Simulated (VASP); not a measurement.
# Cd (P6_3/mmc) in VASP: further runs, part 2 of 2

VASP 6.6.1.

**6. Single point, PBE0**

Input file POSCAR:

```
Cd
1.0
    2.9788700000      0.0000000000      0.0000000000
   -1.4894350000      2.5797770946      0.0000000000
    0.0000000000      0.0000000000      5.6176500000
Cd
2
Direct
    0.6666666667      0.3333333333      0.7500000000
    0.3333333333      0.6666666667      0.2500000000
```

Input file INCAR.step1:

```
ALGO = Normal
EDIFF = 1E-5
ENCUT = 520
GGA = PE
ISIF = 2
ISMEAR = -1
LASPH = True
LCHARG = False
LREAL = False
LWAVE = True
NBANDS = 19
NELM = 80
PREC = Accurate
SIGMA = 0.1
```

Input file INCAR.step2:

```
AEXX = 0.25
ALGO = Normal
EDIFF = 1E-7
ENCUT = 520
GGA = PE
ISIF = 2
ISMEAR = -1
ISTART = 1
LASPH = True
LCHARG = False
LHFCALC = True
LREAL = False
LWAVE = False
NBANDS = 19
NELM = 80
PREC = Accurate
PRECFOCK = Normal
SIGMA = 0.1
```

Input file KPOINTS:

```
k-points
0
Gamma
  5 5 3
```

Potentials or basis: VASP PAW PBE potentials, release 64 (Cd).

Run with:

```console
$ cat potpaw_PBE.64/Cd/POTCAR > POTCAR
$ cp INCAR.step1 INCAR
$ mpirun -np 1 vasp_std > vasp.out
$ cp INCAR.step2 INCAR
$ mpirun -np 1 vasp_std > vasp.out
```

OUTCAR:

```text
AEXX = 0.25
   EDIFF = 1E-7
   ENCUT = 520
   GGA = PE
   ISIF = 2
   ISMEAR = -1
   ISTART = 1
   LASPH = True
   LHFCALC = True
   LREAL = False
   NELM = 80
   PREC = Accurate
   PRECFOCK = Normal

 ion  position               nearest neighbor table
   1  0.667  0.333  0.750-   2 3.29   2 3.29   2 3.29   2 3.29   2 3.29   2 3.29
   2  0.333  0.667  0.250-   1 3.29   1 3.29   1 3.29   1 3.29   1 3.29   1 3.29

  LATTYP: Found a hexagonal cell.
 ALAT       =     2.9788700000
 C/A-ratio  =     1.8858325472

  Lattice vectors:

 A1 = (   2.9788700000,   0.0000000000,   0.0000000000)
 A2 = (  -1.4894350000,   2.5797770946,   0.0000000000)
 A3 = (   0.0000000000,   0.0000000000,   5.6176500000)

Analysis of symmetry for initial positions (statically):
=====================================================================
 Subroutine PRICEL returns:
 Original cell was already a primitive cell.

 Routine SETGRP: Setting up the symmetry group for a
 hexagonal supercell.

 Subroutine GETGRP returns: Found 24 space group operations
 (whereof 12 operations were pure point group operations)
 out of a pool of 24 trial point group operations.
[... 154 lines left out ...]
  free energy    TOTEN  =        -1.88770346 eV

  energy without entropy =       -1.87820180  energy(sigma->0) =       -1.88295263

 E-fermi :   2.1718     XC(G=0):  -8.6749

 val. band max:        1.9807556517   @ k =   0.2000   0.2000   0.0000
 cond. band min:       3.1324054843   @ k =   0.4000  -0.0000   0.0000
 fundamental gap:      1.1516498326
 Fermi energy:         2.1718433877

 k-point     1 :       0.0000    0.0000    0.0000
  band No.  band energies     occupation
      1      -9.0840      2.00000
      2      -8.8284      2.00000
      3      -8.4679      2.00000
      4      -8.4679      2.00000
      5      -8.4153      2.00000
      6      -8.4153      2.00000
[... 197 lines left out ...]
      6      -8.0309      2.00000
[... 11 lines left out ...]
     18      12.2304      0.00000
     19      16.4104      0.00000

------------------------ aborting loop because EDIFF is reached ----------------------------------------

  FORCE on cell =-STRESS in cart. coord.  units (eV):
  Direction    XX          YY          ZZ          XY          YZ          ZX
  --------------------------------------------------------------------------------------
  -------------------------------------------------------------------------------------
  Total        1.4431717      1.4431717     -1.0992295      0.0000000     -0.0000000      0.0000000
  in kB       53.5599499     53.5599499    -40.7953388      0.0000000     -0.0000000      0.0000000
  external PRESSURE =      22.1081870 kB  Pullay stress =       0.0000000 kB

 VOLUME and BASIS-vectors are now :
 -----------------------------------------------------------------------------
  energy-cutoff  :      520.00
  volume of cell :       43.17
      direct lattice vectors                 reciprocal lattice vectors
     2.978870000  0.000000000  0.000000000     0.335697765  0.193815195  0.000000000
    -1.489435000  2.579777095  0.000000000     0.000000000  0.387630389  0.000000000
     0.000000000  0.000000000  5.617650000     0.000000000  0.000000000  0.178010378

 POSITION                                       TOTAL-FORCE (eV/Angst)
 -----------------------------------------------------------------------------------
      1.48944      0.85993      4.21324        -0.000000      0.000000     -0.000000
     -0.00000      1.71985      1.40441         0.000000     -0.000000      0.000000
 -----------------------------------------------------------------------------------
    total drift:                               -0.000000      0.000000     -0.000000

  FREE ENERGIE OF THE ION-ELECTRON SYSTEM (eV)
  ---------------------------------------------------
  free  energy   TOTEN  =        -1.8877034565 eV

  energy  without entropy=       -1.8782018007  energy(sigma->0) =       -1.88295263
```

OUTCAR.step1:

```text
EDIFF = 1E-5
   ENCUT = 520
   GGA = PE
   ISIF = 2
   ISMEAR = -1
[... 427 lines left out ...]
 -----------------------------------------------------------------------------------
      1.48944      0.85993      4.21324        -0.000000      0.000000      0.000000
     -0.00000      1.71985      1.40441         0.000000     -0.000000      0.000000
 -----------------------------------------------------------------------------------
    total drift:                               -0.000000      0.000000      0.000000

  FREE ENERGIE OF THE ION-ELECTRON SYSTEM (eV)
  ---------------------------------------------------
  free  energy   TOTEN  =        -1.4502260832 eV

  energy  without entropy=       -1.4354502642  energy(sigma->0) =       -1.44283817
```

Run time: 19 min. Hardware: 1 thread of Oxide Virtual Turin-like, shared host; peak memory 0.14 GiB.

What came out:

```yaml
Free_energy: -1.8877 eV
Pressure: 2.2 GPa
Band_gap_on_the_k_mesh: zero (bands 12 and 13 overlap by 3.99 eV)
```

Levels at points of the mesh, in eV from the Fermi level:
| k point | band 8 | band 9 | band 10 | band 11 | band 12 | band 13 | band 14 | band 15 | band 16 | band 17 |
| --- | --- | --- | --- | --- | --- | --- | --- | --- | --- | --- |
| (0.00, 0.00, 0.00) | -10.11 | -9.84 | -9.84 | -9.76 | -3.04 | -3.03 | 12.58 | 16.35 | 16.90 | 17.11 |

Caveat: the k points lie up to 0.49 Å⁻¹ apart, too coarse for converged energies and pressures of a metal; the PAW data sets were made with another functional, which shifts forces and pressure a little.

**7. Overview**

| level | k mesh | smearing | grid for exact exchange (PRECFOCK) | share of exact exchange | gap on the mesh (eV) | pressure (GPa) |
| --- | --- | --- | --- | --- | --- | --- |
| PBE | 12 × 12 × 6 | fermi-dirac 0.05 eV | - | - | none | 3.3 |
| PBE | 14 × 14 × 7 | fermi-dirac 0.05 eV | - | - | none | 3.3 |
| PBE | 17 × 17 × 8 | fermi-dirac 0.05 eV | - | - | none | 3.3 |
| B3LYP+D3(BJ) | 5 × 5 × 3 | gaussian 0.1 eV | Normal | 0.2 | none | -0.3 |
| PBE0 | 5 × 5 × 3 | fermi-dirac 0.1 eV | Normal | 0.25 | none | 2.2 |

Alike in all rows: task single point; potentials or basis VASP PAW PBE potentials, release 64 (Cd); no spin polarisation; cell as given; cutoff (eV) 520.

Caveats: some runs use coarse meshes; the cell stands under pressure (at least some runs); the PAW data sets were made with another functional, which shifts forces and pressure a little (at least some runs).

Absolute energies hang on the potentials; compare differences alone.
